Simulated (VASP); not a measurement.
Si (a cell with a defect), 17 atoms in the cell. The cell holds a defect, 17 atoms: a = 7.679 Å, b = 7.679 Å, c = 7.679 Å, α = 60.00°, β = 60.00°, γ = 60.00°. 

| Quantity | Value |
| --- | --- |
| Program | VASP 6.6.1 |
| Task | single point |
| Functional | PBE |
| Potentials or basis | VASP PAW PBE potentials, release 64 (Si) |
| Cutoff | 520 eV |
| k mesh | 2 × 2 × 2 |
| Occupations | fermi-dirac, width 0.05 eV |
| Spin | no spin polarisation |
| Dipole correction | no |
| Further INCAR settings | LREAL = Auto; ALGO = Normal; EDIFF = 1e-06; NBANDS = 48 |

Potentials or basis: VASP PAW PBE potentials, release 64 (Si).

The run is started by

```console
$ cat potpaw_PBE.64/Si/POTCAR > POTCAR
$ mpirun -np 1 vasp_std > vasp.out
```

Hardware: 1 thread of Intel(R) Xeon(R) Platinum 8488C (Sapphire Rapids), with other jobs on the host.

Question: Estimate the wall time of this run.

Answer: Wall time 7.4 min on 1 thread of Intel(R) Xeon(R) Platinum 8488C (Sapphire Rapids), with other jobs on the host, peak memory 0.46 GiB. Counts: scf iterations 14, k points 8.
